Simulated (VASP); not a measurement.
Wanted: the native input for a VASP 6.6.1 run.

* Task: relaxation of cell and atoms
* Functional: LDA
* Potentials or basis: VASP PAW LDA potentials, release 64 (Al, P)
* Cutoff: 500 eV
* k mesh: 12 × 12 × 12
* Occupations: fermi-dirac, width 0.08 eV
* Spin: no spin polarisation
* Dipole correction: no
* Further INCAR settings: ALGO = Normal; EDIFF = 1e-07; IBRION = 2; EDIFFG = -0.002; NSW = 100; ISIF = 3

The structure of AlP lies in POSCAR:

```
AlP
1.0
    2.7255000000      2.7255000000      0.0000000000
   -2.7255000000      2.7255000000      0.0000000000
    0.0000000000      2.7255000000      2.7255000000
Al P
1 1
Direct
    0.0000000000      0.0000000000      0.0000000000
    0.7500000000      0.2500000000      0.5000000000
```

One way to write it, as run:

INCAR

```
PREC = Accurate
ENCUT = 500
EDIFF = 1E-7
ISMEAR = -1
SIGMA = 0.08
LREAL = F
LASPH = T
NELM = 120
ALGO = Normal
ISIF = 3
LWAVE = F
LCHARG = F
IBRION = 2
NSW = 100
EDIFFG = -0.002
GGA_COMPAT = F
NELMIN = 4
```

KPOINTS

```
regular mesh
0
Gamma
  12 12 12
```

Potentials or basis: VASP PAW LDA potentials, release 64 (Al, P).

Run with:

```sh
$ cat potpaw_LDA.64/Al/POTCAR potpaw_LDA.64/P/POTCAR > POTCAR
$ mpirun -np 1 vasp_std > vasp.out
```

It gave:

| Property | Result |
| --- | --- |
| Relaxed volume | 20.07 Å³/atom |
| Relaxed cell | a = 3.843 Å, b = 3.843 Å, c = 3.843 Å, α = 60.00°, β = 60.00°, γ = 90.00° |
| Space group after relaxing (to 0.05 Å) | F-43m (No. 216) |
| Energy gained by relaxing | 0.4 meV/atom |
| Ionic steps | 3 |
| Pressure after relaxing | 0.0 GPa |
| Band gap on the k mesh | 1.42 eV, indirect (least direct gap 3.24 eV) |

Wall time 21 s on 1 thread of Intel(R) Xeon(R) 6975P-C (Granite Rapids) (shared host), peak memory 0.14 GiB.
